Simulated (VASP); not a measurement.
Write the native input for VASP 6.6.1 that does the following.

| Item | Value |
| --- | --- |
| Task | single point |
| Functional | revPBE |
| Potentials or basis | VASP PAW PBE potentials, release 64 (B) |
| Cutoff | 520 eV |
| k mesh | 31 × 31 × 31 |
| Occupations | fermi-dirac, width 0.1 eV |
| Spin | no spin polarisation |
| Dipole correction | no |
| Further INCAR settings | ALGO = Normal; EDIFF = 1e-06; NBANDS = 8 |

The structure of B lies in POSCAR:

```
B
1.0
    0.0000000000      1.4392189901      1.4392189901
    1.4392189901      0.0000000000      1.4392189901
    1.4392189901      1.4392189901      0.0000000000
B
1
Direct
    0.0000000000      0.0000000000      0.0000000000
```

These files were run (other wordings do the same):

INCAR

```
ALGO     = Normal         # electronic algorithm
EDIFF    = 1E-6           # SCF threshold, eV
ENCUT    = 520            # plane-wave cutoff, eV
GGA      = RE             # functional
ISIF     = 2              # what is computed and relaxed
ISMEAR   = -1             # smearing method
LASPH    = T              # aspherical terms in the spheres
LCHARG   = F              # write CHGCAR
LREAL    = F              # projectors in reciprocal space
LWAVE    = F              # write WAVECAR
NBANDS   = 8              # bands
NELM     = 80             # most SCF steps
PREC     = Accurate       # precision mode
SIGMA    = 0.1            # smearing width, eV
```

KPOINTS

```
k-points
0
Gamma
  31 31 31
```

Potentials or basis: VASP PAW PBE potentials, release 64 (B).

Run with:

```console
$ cat potpaw_PBE.64/B/POTCAR > POTCAR
$ mpirun -np 1 vasp_std > vasp.out
```

Results of the run:

- Pressure: -0.1 GPa

Caveat: the PAW data sets were made with another functional, which shifts forces and pressure a little.

Run time: 11 s on 1 thread of Intel Xeon 6975P-C, with other jobs on the host, peak memory 0.13 GiB.
